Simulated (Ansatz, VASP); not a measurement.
**ZnRh3 in VASP and in Ansatz**

```xyz
4
Lattice="-1.8981 1.8981 3.7882 1.8981 -1.8981 3.7882 1.8981 1.8981 -3.7882" Properties=species:S:1:pos:R:3 pbc="T T T"
Zn    0.0000    0.0000    0.0000
Rh    0.0000    1.8981    1.8941
Rh    1.8981    0.0000    1.8941
Rh    0.0000    0.0000    3.7882
```

Alike in both runs: task single point; functional LDA; k mesh 4 × 4 × 4; no spin polarisation.

```csv
,VASP,Ansatz
version,VASP 6.6.1,Ansatz 0.2.0
potentials or method,"VASP PAW LDA potentials, release 64 (Zn, Rh_pv)","plane waves, PAW"
plane-wave cutoff (eV),520,420
occupations,"fermi-dirac, width 0.1 eV",fermi-dirac
valence electrons in the cell,57,63
```

```tsv
	VASP	Ansatz	Ansatz less VASP
pressure (GPa)	-8.6	-9.6	-0.98
traceless stress, the component that is largest in VASP (GPa)	0.32	0.32	+0.002
```

LDA's correlation is that of Perdew and Zunger in VASP and of Perdew and Wang (1992) in Ansatz. VASP's potentials hold 57 valence electrons a cell and Ansatz's 63, so a difference there can come from the potentials and not from the codes.

The k mesh is coarse, so the values compare programs but aren't converged.
